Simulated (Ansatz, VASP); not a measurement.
**AlP in VASP and in Ansatz**

File INCAR:

```
  PREC = Accurate
  ENCUT = 500
  EDIFF = 1E-6
  ISMEAR = 0
  SIGMA = 0.02
  LREAL = F
  LASPH = T
  NELM = 120
  ALGO = Normal
  ISIF = 2
  LWAVE = F
  LCHARG = F
  GGA = PS
  NBANDS = 11
  GGA_COMPAT = F
```

KPOINTS

```
regular mesh
0
Gamma
  4 4 4
```

The input POSCAR:

```
AlP
1.0
    0.0000000000      2.7351565840      2.7351565840
    2.7351565840      0.0000000000      2.7351565840
    2.7351565840      2.7351565840      0.0000000000
Al P
1 1
Direct
    0.0000000000      0.0000000000      0.0000000000
    0.2500000000      0.2500000000      0.2500000000
```

Input for Ansatz:

```yaml
crystal:
  lattice:
    - [0.0, 2.735156584, 2.735156584]
    - [2.735156584, 0.0, 2.735156584]
    - [2.735156584, 2.735156584, 0.0]
  atoms:
    - { symbol: Al, position: [0.0, 0.0, 0.0] }
    - { symbol: P, position: [0.25, 0.25, 0.25] }
basis:
  ecutwfc: 420
kpoints:
  mp_grid: { grid: [4, 4, 4] }
hamiltonian:
  xc: pbesol
  pseudopotentials: { kind: paw, azcp: { folder: soft_1 } }
scf:
  occupations: { method: gaussian, width: 0.02 }
output:
  forces: true
  stress: true
  eigenvalues: true
```

Alike in both runs: task single point; functional PBEsol; k mesh 4 × 4 × 4; occupations gaussian, width 0.02 eV; no spin polarisation.

|  | VASP | Ansatz |
| --- | --- | --- |
| version | VASP 6.6.1 | Ansatz 0.2.0 |
| potentials or method | VASP PAW PBE potentials, release 64 (Al, P), cutoff 500 eV | scalar-relativistic, plane waves, PAW |
| valence electrons in the cell | 8 | 8 |

```tsv
	VASP	Ansatz	Ansatz less VASP
gap on the k mesh at the Fermi level (eV)	1.42	1.42	+0.002
least direct gap on the mesh (eV)	3.15	3.14	-0.006
pressure (GPa)	0.5	0.4	-0.04
```

VASP's potentials were made for PBE, not for PBEsol, and Ansatz warns of the same on its side. With one functional, cell and mesh, what is left measures potentials, basis and numerics.

The k mesh is coarse, so the values compare programs but aren't converged.
